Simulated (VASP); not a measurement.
# C in VASP: notebook

The runs below take C through single point, with PBE.

All numbers are computed with VASP 6.6.1; they aren't measurements. Logs are shortened: lines on timing, memory, paths and dates and some standing lists are left out, and cuts for length are marked.

## Step 1: The cell of the first run

The cell holds a wire with vacuum, 20 atoms: a = 15.200 Å, b = 15.600 Å, c = 2.467 Å, α = 90.00°, β = 90.00°, γ = 90.00°.

## Step 2: Single point, PBE

Input file INCAR:

```
PREC = Accurate
ENCUT = 520
EDIFF = 1E-6
ISMEAR = 0
SIGMA = 0.05
LREAL = Auto
LASPH = True
NELM = 60
ALGO = Normal
ISIF = 2
LWAVE = False
LCHARG = False
GGA = PE
NBANDS = 56
```

Input file KPOINTS:

```
Automatic mesh
0
Gamma
  1 1 31
```

Input file POSCAR:

```
C
1.0
   15.2000000000      0.0000000000      0.0000000000
    0.0000000000     15.6000000000      0.0000000000
    0.0000000000      0.0000000000      2.4669747607
C
20
Direct
    0.7211173406      0.5457408738      0.5000000000
    0.6512841257      0.6636225162      1.0000000000
    0.5236757872      0.7189982074      0.5000000000
    0.3870274515      0.6907370868      1.0000000000
    0.2935181490      0.5896193108      0.5000000000
    0.2788826594      0.4542591262      1.0000000000
    0.3487158743      0.3363774838      0.5000000000
    0.4763242128      0.2810017926      1.0000000000
    0.6129725485      0.3092629132      0.5000000000
    0.7064818510      0.4103806892      1.0000000000
    0.7064818510      0.5896193108      1.0000000000
    0.6129725485      0.6907370868      0.5000000000
    0.4763242128      0.7189982074      1.0000000000
    0.3487158743      0.6636225162      0.5000000000
    0.2788826594      0.5457408738      1.0000000000
    0.2935181490      0.4103806892      0.5000000000
    0.3870274515      0.3092629132      1.0000000000
    0.5236757872      0.2810017926      0.5000000000
    0.6512841257      0.3363774838      1.0000000000
    0.7211173406      0.4542591262      0.5000000000
```

Potentials or basis: VASP PAW PBE potentials, release 64 (C).

Started as:

```
$ cat potpaw_PBE.64/C/POTCAR > POTCAR
$ mpirun -np 1 vasp_std > vasp.out
```

OUTCAR:

```text
PREC = Accurate
   ENCUT = 520
   EDIFF = 1E-6
   ISMEAR = 0
   LREAL = Auto
   LASPH = True
   NELM = 60
   ISIF = 2
   GGA = PE

 ion  position               nearest neighbor table
   1  0.721  0.546  0.500-  20 1.43  11 1.43  11 1.43
   2  0.651  0.664  0.000-  11 1.43  12 1.43  12 1.43
   3  0.524  0.719  0.500-  12 1.43  13 1.43  13 1.43
   4  0.387  0.691  0.000-  13 1.43  14 1.43  14 1.43
   5  0.294  0.590  0.500-  14 1.43  15 1.43  15 1.43
   6  0.279  0.454  0.000-  15 1.43  16 1.43  16 1.43
[... 12 lines left out ...]
  19  0.651  0.336  0.000-  10 1.43   9 1.43   9 1.43
  20  0.721  0.454  0.500-   1 1.43  10 1.43  10 1.43

  LATTYP: Found a simple orthorhombic cell.
 ALAT       =     2.4669747607
 B/A-ratio  =     6.1613925858
 C/A-ratio  =     6.3235344960

  Lattice vectors:

 A1 = (   0.0000000000,   0.0000000000,   2.4669747607)
 A2 = (  15.2000000000,   0.0000000000,   0.0000000000)
 A3 = (   0.0000000000,  15.6000000000,   0.0000000000)

Analysis of symmetry for initial positions (statically):
=====================================================================
 Subroutine PRICEL returns:
 Original cell was already a primitive cell.

 Routine SETGRP: Setting up the symmetry group for a
 simple orthorhombic supercell.

 Subroutine GETGRP returns: Found  8 space group operations
 (whereof  4 operations were pure point group operations)
 out of a pool of  8 trial point group operations.

The static configuration has the point symmetry C_2v.
 The point group associated with its full space group is D_2h.

Analysis of symmetry for dynamics (positions and initial velocities):
=====================================================================
 Subroutine PRICEL returns:
 Original cell was already a primitive cell.

 Routine SETGRP: Setting up the symmetry group for a
 simple orthorhombic supercell.

 Subroutine GETGRP returns: Found  8 space group operations
 (whereof  4 operations were pure point group operations)
 out of a pool of  8 trial point group operations.

The dynamic configuration has the point symmetry C_2v.
 The point group associated with its full space group is D_2h.

 Subroutine INISYM returns: Found  8 space group operations
 (whereof  4 operations are pure point group operations),
 and found     1 'primitive' translations

----------------------------------------------------------------------------------------

                                     Primitive cell

  volume of cell :     584.9691

  direct lattice vectors                    reciprocal lattice vectors
    15.200000000  0.000000000  0.000000000     0.065789474  0.000000000  0.000000000
     0.000000000 15.600000000  0.000000000     0.000000000  0.064102564  0.000000000
     0.000000000  0.000000000  2.466974761     0.000000000  0.000000000  0.405354775

  length of vectors
    15.200000000 15.600000000  2.466974761     0.065789474  0.064102564  0.405354775

  position of ions in fractional coordinates (direct lattice)
     0.721117341  0.545740874  0.500000000
     0.651284126  0.663622516  0.000000000
     0.523675787  0.718998207  0.500000000
     0.387027452  0.690737087  0.000000000
     0.293518149  0.589619311  0.500000000
     0.278882659  0.454259126  0.000000000
[... 12 lines left out ...]
     0.651284126  0.336377484  0.000000000
     0.721117341  0.454259126  0.500000000

  ion indices of the primitive-cell ions
   primitive index   ion index
                 1           1
                 2           2
                 3           3
                 4           4
                 5           5
                 6           6
[... 12 lines left out ...]
                19          19
                20          20

----------------------------------------------------------------------------------------

 KPOINTS: Automatic mesh

Automatic generation of k-mesh.
 Grid dimensions read from file:
 generate k-points for:    1    1   31

 Generating k-lattice:

  Cartesian coordinates                     Fractional coordinates (reciprocal lattice)
     0.065789474  0.000000000  0.000000000     1.000000000  0.000000000  0.000000000
     0.000000000  0.064102564  0.000000000     0.000000000  1.000000000  0.000000000
     0.000000000  0.000000000  0.013075960     0.000000000  0.000000000  0.032258065

  Length of vectors
     0.065789474  0.064102564  0.013075960

  Shift w.r.t. Gamma in fractional coordinates (k-lattice)
     0.000000000  0.000000000  0.000000000

 Subroutine IBZKPT returns following result:
 ===========================================

 Found     16 irreducible k-points:

 Following reciprocal coordinates:
            Coordinates               Weight
  0.000000  0.000000  0.000000      1.000000
  0.000000  0.000000  0.032258      2.000000
  0.000000  0.000000  0.064516      2.000000
  0.000000  0.000000  0.096774      2.000000
  0.000000  0.000000  0.129032      2.000000
  0.000000  0.000000  0.161290      2.000000
[... 8 lines left out ...]
  0.000000  0.000000  0.451613      2.000000
  0.000000  0.000000  0.483871      2.000000
   k-points           NKPTS =     16   k-points in BZ     NKDIM =     16   number of bands    NBANDS=     56
   number of dos      NEDOS =    301   number of ions     NIONS =     20
   total plane-waves  NPLWV = 259200
   dimension x,y,z NGX =   120 NGY =  120 NGZ =   18
   dimension x,y,z NGXF=   240 NGYF=  240 NGZF=   36
   ions per type =              20
   NGX,Y,Z   is equivalent  to a cutoff of  13.12, 12.79, 12.13 a.u.
   NGXF,Y,Z  is equivalent  to a cutoff of  26.25, 25.58, 24.26 a.u.
 SYSTEM =  unknown system
   PREC   = accura    normal or accurate (medium, high low for compatibility)
   ISTART =      0    job   : 0-new  1-cont  2-samecut
   ICHARG =      2    charge: 1-file 2-atom 10-const
   ISPIN  =      1    spin polarized calculation?
   LNONCOLLINEAR =      F non collinear calculations
   LSORBIT =      F    spin-orbit coupling
   LASPH  =      T    aspherical Exc in radial PAW
   ENCUT  =  520.0 eV  38.22 Ry    6.18 a.u.  28.26 29.01  4.59*2*pi/ulx,y,z
   NELM   =     60;   NELMIN=  2; NELMDL= -5     # of ELM steps
   EDIFF  = 0.1E-05   stopping-criterion for ELM
   LREAL  =      T    real-space projection
   EDIFFG = 0.1E-04   stopping-criterion for IOM
   NSW    =      0    number of steps for IOM
   IBRION =     -1    ionic relax: 0-MD 1-quasi-New 2-CG
   NFREE  =      0    steps in history (QN), initial steepest desc. (CG)
   ISIF   =      2    stress and relaxation
   ISYM   =      2    0-nonsym 1-usesym 2-fastsym
   POTIM  = 0.5000    time-step for ionic-motion
   TEBEG  =    0.0;   TEEND  =   0.0 temperature during run
   PSTRESS=    0.0 pullay stress
   NELECT =      80.0000    total number of electrons
   NUPDOWN=      -1.0000    fix difference up-down
   EMIN   =  10.00;   EMAX   =-10.00  energy-range for DOS
   EFERMI =   0.00;   METHOD = LEGACY
   ISMEAR =     0;   SIGMA  =   0.05  broadening in eV -4-tet -1-fermi 0-gaus
   EFERMI_NEDOS =   21; number of points for ismear=-14 and -15
   IALGO  =     38    algorithm
   IMIX   =      4    mixing-type and parameters
     AMIX     =   0.40;   BMIX     =  1.00
     AMIX_MAG =   1.60;   BMIX_MAG =  1.00
  volume/ion in A,a.u.               =      29.25       197.38
  Fermi-wavevector in a.u.,A,eV,Ry     =   0.843452  1.593894  9.679345  0.711412
  Thomas-Fermi vector in A             =   1.958322
   LORBIT       =      0    0 simple, 1 ext, 2 COOP (PROOUT), +10 PAW based schemes
   GGA     = PE    functional components
   LHFCALC =     F    Hartree Fock is set to
   AEXX    =    0.0000 exact exchange contribution
   IVDW    =     0    specifies the selected vdW correction
   LEPSILON=     F    determine dielectric tensor
   LRPA    =     F    only Hartree local field effects (RPA)
 non-spin polarized calculation
 Gauss-broadening in eV      SIGMA  =   0.05
  energy-cutoff  :      520.00
  volume of cell :      584.97
 maximum number of plane-waves:     15861
 NGX is ok and might be reduce to   120
   NGX = 57   NGY = 59   NGZ =  9

 number of electron      80.0000019 magnetization

 Free energy of the ion-electron system (eV)
  ---------------------------------------------------
  ext. energy  EPLUGINS =         0.00000000
  ---------------------------------------------------
  free energy    TOTEN  =      -181.10132881 eV

  energy without entropy =     -181.10103408  energy(sigma->0) =     -181.10118145

 E-fermi :  -1.5089     XC(G=0):  -3.8823

 val. band max:       -1.5881685729   @ k =   0.0000   0.0000   0.3226
 cond. band min:      -1.4296235822   @ k =   0.0000   0.0000   0.3226
 fundamental gap:      0.1585449907
 Fermi energy:        -1.5088960779

 k-point     1 :       0.0000    0.0000    0.0000
  band No.  band energies     occupation
      1     -21.3153      2.00000
      2     -21.0498      2.00000
      3     -21.0497      2.00000
      4     -20.2714      2.00000
      5     -20.2714      2.00000
      6     -19.0278      2.00000
[... 44 lines left out ...]
     51       3.2889      0.00000
     52       3.3607      0.00000

 k-point     2 :       0.0000    0.0000    0.0323
  band No.  band energies     occupation
      1     -21.2967      2.00000
      2     -21.0314      2.00000
      3     -21.0312      2.00000
      4     -20.2531      2.00000
      5     -20.2531      2.00000
      6     -19.0100      2.00000
[... 44 lines left out ...]
     51       3.3053      0.00000
     52       3.3857      0.00000

 k-point     3 :       0.0000    0.0000    0.0645
  band No.  band energies     occupation
      1     -21.2411      2.00000
      2     -20.9759      2.00000
      3     -20.9758      2.00000
      4     -20.1984      2.00000
      5     -20.1983      2.00000
      6     -18.9565      2.00000
[... 44 lines left out ...]
     51       3.3321      0.00000
     52       3.4492      0.00000
[... 606 lines left out ...]
 k-point    15 :       0.0000    0.0000    0.4516
  band No.  band energies     occupation
      1     -17.7647      2.00000
      2     -17.5190      2.00000
      3     -17.5188      2.00000
      4     -16.8153      2.00000
      5     -16.8152      2.00000
      6     -16.1830      2.00000
[... 44 lines left out ...]
     51       5.7519      0.00000
     52       5.7590      0.00000

 k-point    16 :       0.0000    0.0000    0.4839
  band No.  band energies     occupation
      1     -17.2608      2.00000
      2     -17.0218      2.00000
      3     -17.0217      2.00000
      4     -16.7319      2.00000
      5     -16.5052      2.00000
      6     -16.5051      2.00000
[... 44 lines left out ...]
     51       5.7740      0.00000
     52       5.7769      0.00000
 [bands above 52 left out]

------------------------ aborting loop because EDIFF is reached ----------------------------------------

  FORCE on cell =-STRESS in cart. coord.  units (eV):
  Direction    XX          YY          ZZ          XY          YZ          ZX
  --------------------------------------------------------------------------------------
  -------------------------------------------------------------------------------------
  Total        0.3032248      0.3867296      0.8830611      0.0000000      0.0000000      0.0000000
  in kB        0.8305054      1.0592173      2.4186245      0.0000000      0.0000000      0.0000000
  external PRESSURE =       1.4361158 kB  Pullay stress =       0.0000000 kB

 VOLUME and BASIS-vectors are now :
 -----------------------------------------------------------------------------
  energy-cutoff  :      520.00
  volume of cell :      584.97
      direct lattice vectors                 reciprocal lattice vectors
    15.200000000  0.000000000  0.000000000     0.065789474  0.000000000  0.000000000
     0.000000000 15.600000000  0.000000000     0.000000000  0.064102564  0.000000000
     0.000000000  0.000000000  2.466974761     0.000000000  0.000000000  0.405354775

 POSITION                                       TOTAL-FORCE (eV/Angst)
 -----------------------------------------------------------------------------------
     10.96098      8.51356      1.23349         0.015393      0.001750      0.000000
      9.89952     10.35251      0.00000         0.004295      0.007064     -0.000000
      7.95987     11.21637      1.23349         0.017725      0.013449      0.000000
      5.88282     10.77550      0.00000        -0.006319      0.006403     -0.000000
      4.46148      9.19806      1.23349        -0.019182      0.001858     -0.000000
      4.23902      7.08644      0.00000        -0.015393     -0.001750      0.000000
[... 12 lines left out ...]
      9.89952      5.24749      0.00000         0.004295     -0.007064     -0.000000
     10.96098      7.08644      1.23349         0.015393     -0.001750     -0.000000
 -----------------------------------------------------------------------------------
    total drift:                                0.000000     -0.000000     -0.000000

  FREE ENERGIE OF THE ION-ELECTRON SYSTEM (eV)
  ---------------------------------------------------
  free  energy   TOTEN  =      -181.1013288115 eV

  energy  without entropy=     -181.1010340787  energy(sigma->0) =     -181.10118145
```

Wall time 35 min (1 thread of AMD EPYC 7R13, shared host); peak memory 0.68 GiB.

What came out:

```
Free energy            : -181.1013 eV
Largest force          : 0.022 eV/Å
Band gap on the k mesh : 0.16 eV, direct
```

Forces on the atoms (eV/Å):
```
C    0.015  0.002  0.000
C    0.004  0.007  0.000
C    0.018  0.013  0.000
C   -0.006  0.006  0.000
C   -0.019  0.002  0.000
C   -0.015 -0.002  0.000
C   -0.004 -0.007  0.000
C   -0.018 -0.013  0.000
C    0.006 -0.006  0.000
C    0.019 -0.002  0.000
C    0.019  0.002  0.000
C    0.006  0.006  0.000
C   -0.018  0.013  0.000
C   -0.004  0.007  0.000
C   -0.015  0.002  0.000
C   -0.019 -0.002  0.000
C   -0.006 -0.006  0.000
C    0.018 -0.013  0.000
C    0.004 -0.007  0.000
C    0.015 -0.002  0.000
```

Levels at points of the mesh, in eV from the valence-band top:
| k point | band 36 | band 37 | band 38 | band 39 | band 40 | band 41 | band 42 | band 43 | band 44 | band 45 |
| --- | --- | --- | --- | --- | --- | --- | --- | --- | --- | --- |
| (0.00, 0.00, 0.00) | -3.18 | -3.11 | -3.10 | -3.03 | -1.91 | 1.53 | 2.88 | 2.89 | 3.09 | 3.96 |

## Step 3: Single point, PBE

Input file INCAR:

```
ALGO = Normal
EDIFF = 1E-6
ENCUT = 520
GGA = PE
ISIF = 2
ISMEAR = 0
LASPH = T
LCHARG = F
LREAL = Auto
LWAVE = F
NBANDS = 56
NELM = 100
PREC = Accurate
SIGMA = 0.05
```

Input file KPOINTS:

```
k-points
0
Gamma
  1 1 31
```

Input file POSCAR:

```
C
1.0
   15.2000000000      0.0000000000      0.0000000000
    0.0000000000     15.6000000000      0.0000000000
    0.0000000000      0.0000000000      2.4665450957
C
20
Direct
    0.7187764795      0.5453100076      0.5000000000
    0.6496604789      0.6619528829      1.0000000000
    0.5233792622      0.7167352614      0.5000000000
    0.3881679619      0.6887321367      1.0000000000
    0.2956726992      0.5886397505      0.5000000000
    0.2812235205      0.4546899924      1.0000000000
    0.3503395211      0.3380471171      0.5000000000
    0.4766207378      0.2832647386      1.0000000000
    0.6118320381      0.3112678633      0.5000000000
    0.7043273008      0.4113602495      1.0000000000
    0.7043273008      0.5886397505      1.0000000000
    0.6118320381      0.6887321367      0.5000000000
    0.4766207378      0.7167352614      1.0000000000
    0.3503395211      0.6619528829      0.5000000000
    0.2812235205      0.5453100076      1.0000000000
    0.2956726992      0.4113602495      0.5000000000
    0.3881679619      0.3112678633      1.0000000000
    0.5233792622      0.2832647386      0.5000000000
    0.6496604789      0.3380471171      1.0000000000
    0.7187764795      0.4546899924      0.5000000000
```

Potentials or basis: VASP PAW PBE potentials, release 64 (C).

Started as:

```
$ cat potpaw_PBE.64/C/POTCAR > POTCAR
$ mpirun -np 1 vasp_std > vasp.out
```

It took 25 min on 1 thread of AMD EPYC 7R13, shared host; peak memory 0.68 GiB.

It converged, with:

| Item | Value |
| --- | --- |
| Free energy | -181.0249 eV |
| Largest force | 0.209 eV/Å |
| Band gap on the k mesh | 0.29 eV, direct |

Forces in eV/Å, atoms in the order of the input:
```
C    0.186  0.088  0.000
C    0.098  0.176  0.000
C   -0.024  0.207  0.000
C   -0.138  0.152  0.000
C   -0.200  0.037  0.000
C   -0.186 -0.088  0.000
C   -0.098 -0.176  0.000
C    0.024 -0.207  0.000
C    0.138 -0.152  0.000
C    0.200 -0.037  0.000
C    0.200  0.037  0.000
C    0.138  0.152  0.000
C    0.024  0.207  0.000
C   -0.098  0.176  0.000
C   -0.186  0.088  0.000
C   -0.200 -0.037  0.000
C   -0.138 -0.152  0.000
C   -0.024 -0.207  0.000
C    0.098 -0.176  0.000
C    0.186 -0.088  0.000
```

Levels at points of the mesh, in eV from the valence-band top:
| k point | band 37 | band 38 | band 39 | band 40 | band 41 | band 42 | band 43 | band 44 |
| --- | --- | --- | --- | --- | --- | --- | --- | --- |
| (0.00, 0.00, 0.00) | -3.03 | -3.03 | -3.01 | -1.79 | 1.59 | 2.99 | 2.99 | 3.11 |
